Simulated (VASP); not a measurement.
A run of VASP 6.6.1 is set up as follows.

The input POSCAR:

```
NaI
1.0
    0.0000000000      3.3276138002      3.0614046961
    3.3276138002      0.0000000000      3.0614046961
    3.3276138002      3.3276138002      0.0000000000
Na I
1 1
Direct
    0.0000000000      0.0000000000      0.0000000000
    0.5000000000      0.5000000000      0.5000000000
```

INCAR.step1

```
SYSTEM = NaI
ALGO = Normal ; EDIFF = 1E-4
ENCUT = 520 ; GGA = PE
ISMEAR = 0 ; LASPH = .TRUE.
LCHARG = .FALSE. ; LREAL = .FALSE.
LWAVE = .TRUE. ; NBANDS = 14
NELM = 100 ; PREC = Accurate
SIGMA = 0.05
```

Contents of INCAR.step2:

```
SYSTEM = NaI
ALGO = Normal ; EDIFF = 1E-6
ENCUT = 520 ; ISIF = 2
ISMEAR = 0 ; ISTART = 1
LASPH = .TRUE. ; LCHARG = .TRUE.
LELF = .TRUE. ; LMIXTAU = .TRUE.
LREAL = .FALSE. ; LVHAR = .TRUE.
LWAVE = .FALSE. ; METAGGA = R2SCAN
NBANDS = 14 ; NELM = 100
PREC = Accurate ; SIGMA = 0.05
```

Contents of KPOINTS:

```
k-points
0
G
  8 8 8
  0 0 0
```

Potentials or basis: VASP PAW PBE potentials, release 64 (Na_pv, I).

The run is started by

```console
$ cat potpaw_PBE.64/Na_pv/POTCAR potpaw_PBE.64/I/POTCAR > POTCAR
$ cp INCAR.step1 INCAR
$ mpirun -np 1 vasp_std > vasp.out
$ cp INCAR.step2 INCAR
$ mpirun -np 1 vasp_std > vasp.out
```

Q: What does it give for the pressure?

A: 0.1 GPa.

Q: Predict the band gap on the k mesh.

A: 4.41 eV.

Stress tensor (GPa, compression positive):
```
-0.81  0.00  0.00
 0.00 -0.81  0.00
 0.00  0.00  1.89
```

Caveat: the PAW data sets were made with another functional, which shifts forces and pressure a little; spin-orbit coupling is left out, which moves the levels of the heavy elements. A k mesh can miss the band edges.
